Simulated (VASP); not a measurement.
A run of VASP 6.6.1 is set up as follows.

The input POSCAR:

```
HgTe
1.0
    0.0000000000      3.1370217585      3.1370217585
    3.1370217585      0.0000000000      3.1370217585
    3.1370217585      3.1370217585      0.0000000000
Hg Te
1 1
Direct
    0.0000000000      0.0000000000      0.0000000000
    0.5000000000      0.5000000000      0.5000000000
```

Contents of INCAR.step1:

```
SYSTEM = HgTe
PREC = Accurate
ENCUT = 520
EDIFF = 1E-5
ISMEAR = -1
SIGMA = 0.05
LREAL = .False.
LASPH = .True.
NELM = 60
ALGO = Normal
ISIF = 2
LWAVE = .True.
LCHARG = .False.
NBANDS = 16
GGA = PE
```

INCAR.step2

```
SYSTEM = HgTe
PREC = Accurate
ENCUT = 520
EDIFF = 1E-6
ISMEAR = -1
SIGMA = 0.05
LREAL = .False.
LASPH = .True.
NELM = 60
ALGO = Normal
ISIF = 2
LWAVE = .False.
LCHARG = .False.
GGA = PE
LHFCALC = .True.
HFSCREEN = 0.2079
PRECFOCK = Normal
NBANDS = 16
ISTART = 1
```

Contents of KPOINTS:

```
regular mesh
0
Gamma
  4 4 4
  0 0 0
```

Potentials or basis: VASP PAW PBE potentials, release 64 (Hg, Te).

The run is started by

```console
$ cat potpaw_PBE.64/Hg/POTCAR potpaw_PBE.64/Te/POTCAR > POTCAR
$ cp INCAR.step1 INCAR
$ mpirun -np 1 vasp_std > vasp.out
$ cp INCAR.step2 INCAR
$ mpirun -np 1 vasp_std > vasp.out
```

Q: Estimate the pressure.

A: -3.1 GPa.

Q: Estimate the band gap on the k mesh.

A: Zero (bands 9 and 10 overlap by 2.33 eV).

Caveat: the k points lie up to 0.43 Å⁻¹ apart, too coarse for converged energies and pressures of a metal; the PAW data sets were made with another functional, which shifts forces and pressure a little; spin-orbit coupling is left out, which moves the levels of the heavy elements.
